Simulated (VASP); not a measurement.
Here is a VASP 6.6.1 calculation.

The input INCAR:

```
SYSTEM = Y2Ta2F
PREC = Accurate
ENCUT = 600
EDIFF = 1E-6
ISMEAR = 0
SIGMA = 0.1
LREAL = .FALSE.
LASPH = .TRUE.
NELM = 200
ALGO = Normal
ISIF = 2
LWAVE = .FALSE.
LCHARG = .FALSE.
ISPIN = 2
MAGMOM = 0 0 1 1 0
LORBIT = 11
LMAXMIX = 4
GGA = PE
NBANDS = 38
GGA_COMPAT = .FALSE.
```

The input KPOINTS:

```
Automatic mesh
0
G
  4 4 4
  0 0 0
```

Contents of POSCAR:

```
Y2Ta2F
1.0
    5.4756082314      0.0000000000      0.0000000000
    0.0000000000      5.4756082314      0.0000000000
    0.0000000000      0.0000000000      6.8676345061
Y Ta F
2 2 1
Direct
    0.5000000000      0.0000000000      0.0000000000
    0.0000000000      0.5000000000      0.0000000000
    0.5000000000      0.5000000000      0.1926633926
    0.5000000000      0.5000000000      0.8073366074
    0.5000000000      0.5000000000      0.5000000000
```

Potentials or basis: VASP PAW PBE potentials, release 64 (Y_sv, Ta_pv, F).

Launch:

```console
$ cat potpaw_PBE.64/Y_sv/POTCAR potpaw_PBE.64/Ta_pv/POTCAR potpaw_PBE.64/F/POTCAR > POTCAR
$ mpirun -np 1 vasp_std > vasp.out
```

(1) Predict the site moments.

(2) What does it give for the net moment?

(3) Predict the largest force.

(4) Estimate the pressure.

## Answers

(1) Y +0.01; Ta +0.05; F +0.00 μB.

(2) 0.17 μB per cell.

(3) 0.053 eV/Å.

(4) 0.0 GPa.
